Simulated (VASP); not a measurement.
# Hg (R-3m) in VASP: a series of runs

Hg is run at these levels: PBE; tasks: single point, relaxation of cell and atoms.

All numbers are computed with VASP 6.6.1; they aren't measurements. Logs are shortened: lines on timing, memory, paths and dates and some standing lists are left out, and cuts for length are marked.

### Step 1. The cell of the first run

The structure is trigonal, space group R-3m (No. 166). The conventional cell has a = 3.547 Å, b = 3.547 Å, c = 6.669 Å, α = 90.00°, β = 90.00°, γ = 120.00°. Hg (site symmetry -3m) has 12 Hg at 3.02 to 3.55 Å within 4.0 Å.

### Step 2. Single point, PBE (strained)

INCAR

```
PREC = Accurate ; ENCUT = 520
EDIFF = 1E-6 ; ISMEAR = 0
SIGMA = 0.1 ; LREAL = False
LASPH = True ; NELM = 80
ALGO = Fast ; ISIF = 2
LWAVE = False ; LCHARG = False
GGA = PE ; NBANDS = 12
```

KPOINTS

```
regular mesh
0
Gamma
  15 15 15
```

POSCAR

```
Hg
1.0
    1.7734580667      1.0239064923      2.2230980800
   -1.7734580667      1.0239064923      2.2230980800
    0.0000000000     -2.0478129844      2.2230980800
Hg
1
Direct
    0.0000000000      0.0000000000      0.0000000000
```

Potentials or basis: VASP PAW PBE potentials, release 64 (Hg).

On the command line:

```bash
$ cat potpaw_PBE.64/Hg/POTCAR > POTCAR
$ mpirun -np 1 vasp_std > vasp.out
```

OUTCAR:

```text
PREC = Accurate
   ENCUT = 520
   EDIFF = 1E-6
   ISMEAR = 0
   LREAL = False
   LASPH = True
   NELM = 80
   ISIF = 2
   GGA = PE

 ion  position               nearest neighbor table
   1  0.000  0.000  0.000-

  LATTYP: Found a trigonal (rhomboedric) cell.
 ALAT       =     3.0225325627
 COS(alpha) =     0.3114589031

  Lattice vectors:

 A1 = (   1.7734580667,   1.0239064923,   2.2230980800)
 A2 = (  -1.7734580667,   1.0239064923,   2.2230980800)
 A3 = (   0.0000000000,  -2.0478129844,   2.2230980800)

Analysis of symmetry for initial positions (statically):
=====================================================================
 Subroutine PRICEL returns:
 Original cell was already a primitive cell.

 Routine SETGRP: Setting up the symmetry group for a
 trigonal (rhombohedral) supercell.

 Subroutine GETGRP returns: Found 12 space group operations
 (whereof 12 operations were pure point group operations)
 out of a pool of 12 trial point group operations.

The static configuration has the point symmetry D_3d.

Analysis of symmetry for dynamics (positions and initial velocities):
=====================================================================
 Subroutine PRICEL returns:
 Original cell was already a primitive cell.

 Routine SETGRP: Setting up the symmetry group for a
 trigonal (rhombohedral) supercell.

 Subroutine GETGRP returns: Found 12 space group operations
 (whereof 12 operations were pure point group operations)
 out of a pool of 12 trial point group operations.

The dynamic configuration has the point symmetry D_3d.

 Subroutine INISYM returns: Found 12 space group operations
 (whereof 12 operations are pure point group operations),
 and found     1 'primitive' translations

----------------------------------------------------------------------------------------

                                     Primitive cell

  volume of cell :      24.2209

  direct lattice vectors                    reciprocal lattice vectors
     1.773458067  1.023906492  2.223098080     0.281935056  0.162775281  0.149940903
    -1.773458067  1.023906492  2.223098080    -0.281935056  0.162775281  0.149940903
     0.000000000 -2.047812984  2.223098080     0.000000000 -0.325550561  0.149940903

  length of vectors
     3.022532563  3.022532563  3.022532563     0.358420762  0.358420762  0.358420762

  position of ions in fractional coordinates (direct lattice)
     0.000000000  0.000000000  0.000000000

  ion indices of the primitive-cell ions
   primitive index   ion index
                 1           1

----------------------------------------------------------------------------------------

 KPOINTS: regular mesh

Automatic generation of k-mesh.
 Grid dimensions read from file:
 generate k-points for:   15   15   15

 Generating k-lattice:

  Cartesian coordinates                     Fractional coordinates (reciprocal lattice)
     0.018795670  0.010851685  0.009996060     0.066666667 -0.000000000 -0.000000000
    -0.018795670  0.010851685  0.009996060    -0.000000000  0.066666667 -0.000000000
     0.000000000 -0.021703371  0.009996060     0.000000000  0.000000000  0.066666667

  Length of vectors
     0.023894717  0.023894717  0.023894717

  Shift w.r.t. Gamma in fractional coordinates (k-lattice)
     0.000000000  0.000000000  0.000000000

 Subroutine IBZKPT returns following result:
 ===========================================

 Found    344 irreducible k-points:

 Following reciprocal coordinates:
            Coordinates               Weight
  0.000000  0.000000  0.000000      1.000000
  0.066667 -0.000000 -0.000000      6.000000
  0.133333 -0.000000 -0.000000      6.000000
  0.200000  0.000000  0.000000      6.000000
  0.266667 -0.000000 -0.000000      6.000000
  0.333333 -0.000000 -0.000000      6.000000
[... 16 lines left out ...]
  0.133333  0.133333 -0.000000      6.000000
  0.200000  0.133333 -0.000000     12.000000
 [... further k-points ...]
   k-points           NKPTS =    344   k-points in BZ     NKDIM =    344   number of bands    NBANDS=     12
   number of dos      NEDOS =    301   number of ions     NIONS =      1
   total plane-waves  NPLWV =  13824
   dimension x,y,z NGX =    24 NGY =   24 NGZ =   24
   dimension x,y,z NGXF=    48 NGYF=   48 NGZF=   48
   ions per type =               1
   NGX,Y,Z   is equivalent  to a cutoff of  13.20, 13.20, 13.20 a.u.
   NGXF,Y,Z  is equivalent  to a cutoff of  26.40, 26.40, 26.40 a.u.
 SYSTEM =  unknown system
   PREC   = accura    normal or accurate (medium, high low for compatibility)
   ISTART =      0    job   : 0-new  1-cont  2-samecut
   ICHARG =      2    charge: 1-file 2-atom 10-const
   ISPIN  =      1    spin polarized calculation?
   LNONCOLLINEAR =      F non collinear calculations
   LSORBIT =      F    spin-orbit coupling
   LASPH  =      T    aspherical Exc in radial PAW
   ENCUT  =  520.0 eV  38.22 Ry    6.18 a.u.   5.62  5.62  5.62*2*pi/ulx,y,z
   NELM   =     80;   NELMIN=  2; NELMDL= -5     # of ELM steps
   EDIFF  = 0.1E-05   stopping-criterion for ELM
   LREAL  =      F    real-space projection
   EDIFFG = 0.1E-04   stopping-criterion for IOM
   NSW    =      0    number of steps for IOM
   IBRION =     -1    ionic relax: 0-MD 1-quasi-New 2-CG
   NFREE  =      0    steps in history (QN), initial steepest desc. (CG)
   ISIF   =      2    stress and relaxation
   ISYM   =      2    0-nonsym 1-usesym 2-fastsym
   POTIM  = 0.5000    time-step for ionic-motion
   TEBEG  =    0.0;   TEEND  =   0.0 temperature during run
   PSTRESS=    0.0 pullay stress
   NELECT =      12.0000    total number of electrons
   NUPDOWN=      -1.0000    fix difference up-down
   EMIN   =  10.00;   EMAX   =-10.00  energy-range for DOS
   EFERMI =   0.00;   METHOD = LEGACY
   ISMEAR =     0;   SIGMA  =   0.10  broadening in eV -4-tet -1-fermi 0-gaus
   EFERMI_NEDOS =   21; number of points for ismear=-14 and -15
   IALGO  =     68    algorithm
   IMIX   =      4    mixing-type and parameters
     AMIX     =   0.40;   BMIX     =  1.00
     AMIX_MAG =   1.60;   BMIX_MAG =  1.00
  volume/ion in A,a.u.               =      24.22       163.45
  Fermi-wavevector in a.u.,A,eV,Ry     =   1.295403  2.447957 22.831512  1.678069
  Thomas-Fermi vector in A             =   2.426925
   LORBIT       =      0    0 simple, 1 ext, 2 COOP (PROOUT), +10 PAW based schemes
   GGA     = PE    functional components
   LHFCALC =     F    Hartree Fock is set to
   AEXX    =    0.0000 exact exchange contribution
   IVDW    =     0    specifies the selected vdW correction
   LEPSILON=     F    determine dielectric tensor
   LRPA    =     F    only Hartree local field effects (RPA)
 non-spin polarized calculation
 RMM-DIIS sequential band-by-band and
 Gauss-broadening in eV      SIGMA  =   0.10
  energy-cutoff  :      520.00
  volume of cell :       24.22
 maximum number of plane-waves:       675
   NGX = 11   NGY = 11   NGZ = 11

 number of electron      11.9999999 magnetization

 Free energy of the ion-electron system (eV)
  ---------------------------------------------------
  ext. energy  EPLUGINS =         0.00000000
  ---------------------------------------------------
  free energy    TOTEN  =        -0.11166266 eV

  energy without entropy =       -0.11048721  energy(sigma->0) =       -0.11107494

 E-fermi :   2.6086     XC(G=0): -10.6905

 val. band max:        2.5881145168   @ k =  -0.4000   0.2000   0.0667
 cond. band min:       2.6476947795   @ k =  -0.3333   0.4667   0.2000
 fundamental gap:      0.0595802627
 Fermi energy:         2.6086408052

 k-point     1 :       0.0000    0.0000    0.0000
  band No.  band energies     occupation
      1      -6.3860      2.00000
      2      -5.0941      2.00000
      3      -5.0941      2.00000
      4      -3.7271      2.00000
      5      -3.6148      2.00000
      6      -3.6148      2.00000
      7      14.5195      0.00000
      8      14.7466      0.00000
      9      14.7466      0.00000
     10      19.0786      0.00000
     11      20.3688      0.00000
     12      20.3688      0.00000

 k-point     2 :       0.0667   -0.0000   -0.0000
  band No.  band energies     occupation
      1      -6.2898      2.00000
      2      -5.0877      2.00000
      3      -5.0616      2.00000
      4      -3.7276      2.00000
      5      -3.6295      2.00000
      6      -3.6193      2.00000
      7      13.6333      0.00000
      8      14.6267      0.00000
      9      14.8083      0.00000
     10      19.5167      0.00000
     11      20.3412      0.00000
     12      21.0196      0.00000

 k-point     3 :       0.1333   -0.0000   -0.0000
  band No.  band energies     occupation
      1      -6.0314      2.00000
      2      -5.0723      2.00000
      3      -4.9413      2.00000
      4      -3.7237      2.00000
      5      -3.6669      2.00000
      6      -3.6297      2.00000
      7      11.5964      0.00000
      8      14.7774      0.00000
      9      14.9652      0.00000
     10      19.8312      0.00000
     11      20.2723      0.00000
     12      22.3786      0.00000
[... 286 lines left out ...]
 k-point    23 :       0.1333    0.1333   -0.0000
  band No.  band energies     occupation
      1      -5.8042      2.00000
      2      -5.0207      2.00000
      3      -4.8062      2.00000
      4      -3.9017      2.00000
      5      -3.7016      2.00000
      6      -3.6099      2.00000
      7      12.8423      0.00000
      8      13.1820      0.00000
      9      14.4249      0.00000
     10      19.4449      0.00000
     11      20.9225      0.00000
     12      22.0641      0.00000

 k-point    24 :       0.2000    0.1333   -0.0000
  band No.  band energies     occupation
      1      -5.5392      2.00000
      2      -4.9496      2.00000
      3      -4.6068      2.00000
      4      -3.9634      2.00000
      5      -3.7013      2.00000
      6      -3.6094      2.00000
      7      10.7997      0.00000
      8      13.8497      0.00000
      9      14.4958      0.00000
     10      18.0691      0.00000
     11      21.1313      0.00000
     12      21.9116      0.00000

 [... further k-points ...]

------------------------ aborting loop because EDIFF is reached ----------------------------------------

  FORCE on cell =-STRESS in cart. coord.  units (eV):
  Direction    XX          YY          ZZ          XY          YZ          ZX
  --------------------------------------------------------------------------------------
  -------------------------------------------------------------------------------------
  Total        0.6333170      0.6333170      0.7206947      0.0000000      0.0000000      0.0000000
  in kB       41.8929183     41.8929183     47.6728161      0.0000000      0.0000000      0.0000000
  external PRESSURE =      43.8195509 kB  Pullay stress =       0.0000000 kB

 VOLUME and BASIS-vectors are now :
 -----------------------------------------------------------------------------
  energy-cutoff  :      520.00
  volume of cell :       24.22
      direct lattice vectors                 reciprocal lattice vectors
     1.773458067  1.023906492  2.223098080     0.281935056  0.162775281  0.149940903
    -1.773458067  1.023906492  2.223098080    -0.281935056  0.162775281  0.149940903
     0.000000000 -2.047812984  2.223098080     0.000000000 -0.325550561  0.149940903

 POSITION                                       TOTAL-FORCE (eV/Angst)
 -----------------------------------------------------------------------------------
      0.00000      0.00000      0.00000         0.000000      0.000000      0.000000
 -----------------------------------------------------------------------------------
    total drift:                                0.000000      0.000000      0.000000

  FREE ENERGIE OF THE ION-ELECTRON SYSTEM (eV)
  ---------------------------------------------------
  free  energy   TOTEN  =        -0.1116626583 eV

  energy  without entropy=       -0.1104872125  energy(sigma->0) =       -0.11107494
```

Wall time 94 s (1 thread of Intel Xeon 8259CL, shared host); peak memory 0.21 GiB.

What came out:

```yaml
Free_energy: -0.1117 eV
Pressure: 4.4 GPa
Band_gap_on_the_k_mesh: zero (bands 6 and 7 overlap by 2.95 eV)
```

Caveat: the cell differs from its parent crystal (strained); the cell stands under pressure; spin-orbit coupling is left out, which moves the levels of the heavy elements.

### Step 3. Single point, PBE

This run uses another cell than the first one, of 29.51 Å³/atom.

INCAR

```
SYSTEM = Hg
ALGO     = Fast           ! electronic algorithm
EDIFF    = 1E-6           ! SCF threshold, eV
ENCUT    = 520            ! plane-wave cutoff, eV
GGA      = PE             ! functional
ISIF     = 2              ! what is computed and relaxed
ISMEAR   = 0              ! smearing method
LASPH    = .True.         ! aspherical terms in the spheres
LCHARG   = .False.        ! write CHGCAR
LREAL    = .False.        ! projectors in reciprocal space
LWAVE    = .False.        ! write WAVECAR
NBANDS   = 12             ! bands
NELM     = 60             ! most SCF steps
PREC     = Accurate       ! precision mode
SIGMA    = 0.1            ! smearing width, eV
```

KPOINTS

```
k-points
0
Gamma
  12 12 12
  0 0 0
```

POSCAR

```
Hg
1.0
    2.1062130151      1.2160226513      1.9204626962
   -2.1062130151      1.2160226513      1.9204626962
    0.0000000000     -2.4320453024      1.9204626963
Hg
1
Direct
    0.0000000000      0.0000000000      0.0000000000
```

Potentials or basis: VASP PAW PBE potentials, release 64 (Hg).

On the command line:

```bash
$ cat potpaw_PBE.64/Hg/POTCAR > POTCAR
$ mpirun -np 1 vasp_std > vasp.out
```

Run time: 12 s. Hardware: 1 thread of Intel Xeon 6975P-C (Granite Rapids), shared host; peak memory 0.18 GiB.

The run converged. Its results:

```yaml
Free_energy: -0.1639 eV
Pressure: 0.2 GPa
Band_gap_on_the_k_mesh: zero (bands 6 and 7 overlap by 4.70 eV)
```

Levels at points of the mesh, in eV from the Fermi level:
| k point | band 2 | band 3 | band 4 | band 5 | band 6 | band 7 | band 8 | band 9 | band 10 | band 11 |
| --- | --- | --- | --- | --- | --- | --- | --- | --- | --- | --- |
| (0.00, 0.00, 0.00) | -7.64 | -7.64 | -5.96 | -5.96 | -5.92 | 9.54 | 9.54 | 9.71 | 12.79 | 14.56 |
| (0.50, 0.00, 0.00) | -7.34 | -6.47 | -6.40 | -5.90 | -2.95 | -1.38 | 12.42 | 12.44 | 14.77 | 15.28 |
| (0.50, 0.50, 0.00) | -7.29 | -6.38 | -6.35 | -5.43 | 0.13 | 1.07 | 2.09 | 7.15 | 14.81 | 17.62 |
| (0.50, 0.50, 0.50) | -7.16 | -7.16 | -5.41 | -5.41 | 3.32 | 3.43 | 5.11 | 5.11 | 8.88 | 10.00 |

Caveat: spin-orbit coupling is left out, which moves the levels of the heavy elements.

(Continued in part 2 of 2.)

The gap in the log of VASP goes by the Fermi energy; the results here count the filled bands.